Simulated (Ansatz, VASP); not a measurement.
**Two plane-wave programs on LiAlF4**

Contents of INCAR:

```
PREC = Accurate
ENCUT = 520
EDIFF = 1E-6
ISMEAR = 0
SIGMA = 0.02
LREAL = F
LASPH = T
NELM = 60
ALGO = Normal
ISIF = 2
LWAVE = F
LCHARG = F
GGA = PS
NBANDS = 46
```

File KPOINTS:

```
regular mesh
0
Gamma
  6 6 4
```

Contents of POSCAR:

```
LiAlF4
1.0
    5.8238673683      0.0000000000      0.0000000000
   -2.9119336841      5.0436170893      0.0000000000
    0.0000000000      0.0000000000      9.5109613314
Li Al F
2 2 8
Direct
    0.3333333333      0.6666666667      0.9587365775
    0.6666666667      0.3333333333      0.4587365775
    0.6666666667      0.3333333333      0.0837592034
    0.3333333333      0.6666666667      0.5837592034
    0.9836453553      0.4918226777      0.0245139078
    0.5081773223      0.4918226777      0.0245139078
    0.5081773223      0.0163546447      0.0245139078
    0.3333333333      0.6666666667      0.7620126156
    0.6666666667      0.3333333333      0.2620126156
    0.4918226777      0.9836453553      0.5245139078
    0.4918226777      0.5081773223      0.5245139078
    0.0163546447      0.5081773223      0.5245139078
```

Input for Ansatz:

```yaml
crystal:
  lattice:
    - [5.8238673683, 0.0, 0.0]
    - [-2.9119336841, 5.0436170893, 0.0]
    - [0.0, 0.0, 9.5109613314]
  atoms:
    - { symbol: Li, position: [0.3333333333, 0.6666666667, 0.9587365775] }
    - { symbol: Li, position: [0.6666666667, 0.3333333333, 0.4587365775] }
    - { symbol: Al, position: [0.6666666667, 0.3333333333, 0.0837592034] }
    - { symbol: Al, position: [0.3333333333, 0.6666666667, 0.5837592034] }
    - { symbol: F, position: [0.9836453553, 0.4918226777, 0.0245139078] }
    - { symbol: F, position: [0.5081773223, 0.4918226777, 0.0245139078] }
    - { symbol: F, position: [0.5081773223, 0.0163546447, 0.0245139078] }
    - { symbol: F, position: [0.3333333333, 0.6666666667, 0.7620126156] }
    - { symbol: F, position: [0.6666666667, 0.3333333333, 0.2620126156] }
    - { symbol: F, position: [0.4918226777, 0.9836453553, 0.5245139078] }
    - { symbol: F, position: [0.4918226777, 0.5081773223, 0.5245139078] }
    - { symbol: F, position: [0.0163546447, 0.5081773223, 0.5245139078] }
basis:
  ecutwfc: 420
kpoints:
  mp_grid: { grid: [6, 6, 4] }
  band_path:
    path:
      - [[0.0, 0.0, 0.0], [0.5, 0.0, 0.0], [0.33333333, 0.33333333, 0.0], [0.0, 0.0, 0.0], [0.0, 0.0, 0.5], [0.5, 0.0, 0.5], [0.33333333, 0.33333333, 0.5], [0.0, 0.0, 0.5]]
      - [[0.5, 0.0, 0.5], [0.5, 0.0, 0.0]]
      - [[0.33333333, 0.33333333, 0.5], [0.33333333, 0.33333333, 0.0]]
    npoints: 10
hamiltonian:
  xc: pbesol
scf:
  occupations: { method: gaussian, width: 0.02 }
  n_extra_bands: 30
output:
  forces: true
  stress: true
  eigenvalues: true
  populations: true
  dos: { projected: true, de: 0.02, nscf_kmesh: { grid: [9, 9, 6] } }
  bader: false
  write_density: true
  write_potential: true
  elf: true
  volumetric_format: npy
```

Alike in both runs: task single point; functional PBEsol; k mesh 6 × 6 × 4; occupations gaussian, width 0.02 eV; no spin polarisation.

|  | VASP | Ansatz |
| --- | --- | --- |
| version | VASP 6.6.1 | Ansatz 0.2.0 |
| potentials or method | VASP PAW PBE potentials, release 64 (Li_sv, Al, F), cutoff 520 eV | scalar-relativistic, plane waves, PAW |
| valence electrons in the cell | 68 | 68 |

VASP gave:

- gap on the k mesh at the Fermi level (eV): 7.23
- least direct gap on the mesh (eV): 7.23
- rms of the force components (eV/Å): 0.041

Question: What did Ansatz give for the same quantities?

Answer: gap on the k mesh at the Fermi level (eV): 7.25; least direct gap on the mesh (eV): 7.25; rms of the force components (eV/Å): 0.086.

VASP's potentials were made for PBE, not for PBEsol. Atom by atom the forces differ by 0.045 eV/Å (rms over components). With one functional, cell and mesh, what is left measures potentials, basis and numerics. Ansatz's warnings: xc potential rough in thin density.

Noted on VASP's run: the cutoff is short for stress, so the pressure is rough.
